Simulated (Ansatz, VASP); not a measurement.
**One calculation of Mo, two programs**

```xyz
2
Lattice="2.7908 0.0000 0.0000 -1.3954 2.4169 0.0000 0.0000 0.0000 4.9745" Properties=species:S:1:pos:R:3 pbc="T T T"
Mo    0.0000    1.6113    1.2436
Mo    1.3954    0.8056    3.7309
```

Alike in both runs: functional BLYP; k mesh 13 × 13 × 7; occupations fermi-dirac, width 0.1 eV; no spin polarisation.

Ansatz relaxed the structure, and its values are those at the end. VASP's run is a single point on that final structure, the one shown.

|  | VASP | Ansatz |
| --- | --- | --- |
| version | VASP 6.6.1 | Ansatz 0.2.0 |
| potentials or method | VASP PAW PBE potentials, release 64 (Mo_sv), cutoff 520 eV | plane waves (420 eV) with PAW, scalar-relativistic |
| valence electrons in the cell | 28 | 28 |

```csv
,VASP,Ansatz,Ansatz less VASP
pressure (GPa),0.8,0.0,-0.77
```

VASP's potentials were made for PBE, not for BLYP. With one functional, cell and mesh, what is left measures potentials, basis and numerics.
